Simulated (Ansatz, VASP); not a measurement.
# Two plane-wave programs on ScSi2O3

```
Sc Si O
1.0
     5.09138    0.00000    0.00000
    -2.54569    4.40927    0.00000
     0.00000    0.00000    6.79542
Sc Si O
2 4 6
Direct
  0.00000 0.00000 0.00000
  0.00000 0.00000 0.50000
  0.66667 0.33333 0.07820
  0.33333 0.66667 0.92180
  0.33333 0.66667 0.57820
  0.66667 0.33333 0.42180
  0.17419 0.34838 0.75000
  0.65162 0.82581 0.75000
  0.17419 0.82581 0.75000
  0.82581 0.65162 0.25000
  0.34838 0.17419 0.25000
  0.82581 0.17419 0.25000
```

Change from the starting cell: species swapped into the Ta2Cr3Si type (P6_3/mmc, No. 194).

Alike in both runs: functional PBE; k mesh 6 × 6 × 4; occupations gaussian, width 0.1 eV; no spin polarisation.

Ansatz relaxed the structure, and its values are those at the end. VASP's run is a single point on that final structure, the one shown.

|  | VASP | Ansatz |
| --- | --- | --- |
| version | VASP 6.6.1 | Ansatz 0.2.0 |
| potentials or method | VASP PAW PBE potentials, release 64 (Sc_sv, Si, O), cutoff 520 eV | scalar-relativistic, plane waves, PAW |
| valence electrons in the cell | 74 | 74 |

Ansatz gave:

| Quantity | Value |
| --- | --- |
| gap on the k mesh at the Fermi level (eV) | none |
| pressure (GPa) | 0.2 |
| rms of the force components (eV/Å) | 0.006 |

Task: What did VASP give for the same quantities?

Result: gap on the k mesh at the Fermi level (eV): none; pressure (GPa): 0.5; rms of the force components (eV/Å): 0.025.

A gap of «none» marks a metal or a gap that the smearing closes. The functional is the same, so the differences come from potentials, cutoffs and numerics.
